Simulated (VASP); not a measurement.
# Gd: single point with PBE+U

Crystal: Gd.

```
Gd
1.0
     3.63600    0.00000    0.00000
    -1.81800    3.14887    0.00000
     0.00000    0.00000    5.78260
Gd
2
Direct
  0.33333 0.66667 0.25000
  0.66667 0.33333 0.75000
```

- Program: VASP 6.6.1
- Task: single point
- Functional: PBE
- Potentials or basis: VASP PAW PBE potentials, release 64 (Gd)
- Cutoff: 520 eV
- k mesh: 10 × 10 × 5
- Occupations: fermi-dirac, width 0.05 eV
- Spin: collinear spin, antiferromagnetic start
- Starting moments: [7.0, -7.0] μB
- Hubbard terms: Gd f U = 3.4 eV
- Dipole correction: no
- Further INCAR settings: ALGO = Normal; EDIFF = 1e-07; NBANDS = 29

The pressure is 0.2 GPa and the band gap on the k mesh is zero (filled and empty bands overlap). The net moment is 0.00 μB per cell and the site moments are Gd +7.04, -7.04 μB. The valence electrons inside the program's atomic spheres are Gd 15.18.

Stress tensor (GPa, compression positive):
```
-0.15  0.00  0.00
 0.00 -0.15  0.00
 0.00  0.00  0.81
```

Levels at points of the mesh, in eV from the Fermi level:
Spin up:
| k point | band 15 | band 16 | band 17 | band 18 | band 19 | band 20 | band 21 | band 22 |
| --- | --- | --- | --- | --- | --- | --- | --- | --- |
| (0.00, 0.00, 0.00) | -6.68 | -4.69 | -1.98 | 1.34 | 1.39 | 1.39 | 1.72 | 1.90 |
| (0.50, 0.00, 0.00) | -6.71 | -1.86 | -1.16 | -0.97 | 0.32 | 1.47 | 1.48 | 1.94 |
Spin down:
```
           k point  band 14  band 15  band 16  band 17  band 18  band 19  band 20  band 21  band 22  band 23
(0.00, 0.00, 0.00)    -6.72    -6.68    -4.69    -1.98     1.34     1.39     1.39     1.72     1.90     1.90
(0.50, 0.00, 0.00)    -6.71    -6.71    -1.86    -1.16    -0.97     0.32     1.47     1.48     1.94     1.96
```

Eigenvalues of the final occupation matrices:
| site | spin | trace | eigenvalues |
| --- | --- | --- | --- |
| site 1 f | 1 | 6.92 | 0.99 0.99 0.99 0.99 0.99 0.99 0.99 |
| site 1 f | 2 | 0.02 | 0.00 0.00 0.00 0.00 0.00 0.00 0.01 |
| site 2 f | 1 | 0.02 | 0.00 0.00 0.00 0.00 0.00 0.00 0.01 |
| site 2 f | 2 | 6.92 | 0.99 0.99 0.99 0.99 0.99 0.99 0.99 |

Wall time 5.6 min on 1 thread of Intel(R) Xeon(R) Platinum 8488C (Sapphire Rapids) (shared host), peak memory 0.3 GiB.

Caveat: spin-orbit coupling is left out, which moves the levels of the heavy elements. The state reached can hang on the start; a lower one may exist.
